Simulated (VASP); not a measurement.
Input of a VASP 6.6.1 run:

INCAR

```
  PREC = Accurate
  ENCUT = 520
  EDIFF = 1E-7
  ISMEAR = 0
  SIGMA = 0.05
  LREAL = False
  LASPH = True
  NELM = 150
  ALGO = Fast
  ISIF = 2
  LWAVE = False
  LCHARG = False
  ISPIN = 2
  MAGMOM = 2.5 -2.5
  LORBIT = 11
  LMAXMIX = 4
  GGA = PE
  NBANDS = 19
```

KPOINTS

```
Automatic mesh
0
Gamma
  20 20 12
```

POSCAR

```
Fe
1.0
   -1.4155932727      1.4155932727      1.4155932727
    1.4155932727     -1.4155932727      1.4155932727
    2.8311865454      2.8311865454      0.0000000000
Fe
2
Direct
    0.0000000000      0.0000000000      0.0000000000
    0.5000000000      0.5000000000      0.5000000000
```

Potentials or basis: VASP PAW PBE potentials, release 64 (Fe).

The run is started by

```bash
$ cat potpaw_PBE.64/Fe/POTCAR > POTCAR
$ mpirun -np 1 vasp_std > vasp.out
```

(1) What does it give for the band gap on the k mesh?

(2) What does it give for the pressure?

(3) Predict the site moments.

Results:

(1) zero (filled and empty bands overlap).

(2) -2.7 GPa.

(3) Fe +1.94, -1.94 μB.

Caveat: the stress differs along the axes, from -6 to 4 GPa; the antiferromagnetic order is the one typed at the start, and another may lie lower.
